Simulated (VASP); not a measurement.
Ta5N2, 7 atoms in the cell. The cell holds a slab with vacuum, 7 atoms: a = 3.281 Å, b = 3.281 Å, c = 26.661 Å, α = 90.00°, β = 90.00°, γ = 90.00°. 

```yaml
Program: VASP 6.6.1
Task: single point
Functional: PBEsol
Potentials_or_basis: VASP PAW PBE potentials, release 64 (Ta_pv, N)
Cutoff: 520 eV
k_mesh: 9 × 9 × 1
Occupations: gaussian, width 0.1 eV
Spin: no spin polarisation
Dipole_correction: yes
Further_INCAR_settings: ALGO = Normal; EDIFF = 1e-07; NBANDS = 42
```

Potentials or basis: VASP PAW PBE potentials, release 64 (Ta_pv, N).

Launch:

```bash
$ cat potpaw_PBE.64/Ta_pv/POTCAR potpaw_PBE.64/N/POTCAR > POTCAR
$ mpirun -np 1 vasp_std > vasp.out
```

Hardware: 1 thread of Intel Xeon 8259CL, with other jobs on the host.

Task: How long does it take, and how much memory?

Result: Run time: 13 min on 1 thread of Intel Xeon 8259CL (shared host), peak memory 0.49 GiB. Counts: scf iterations 30, k points 25.
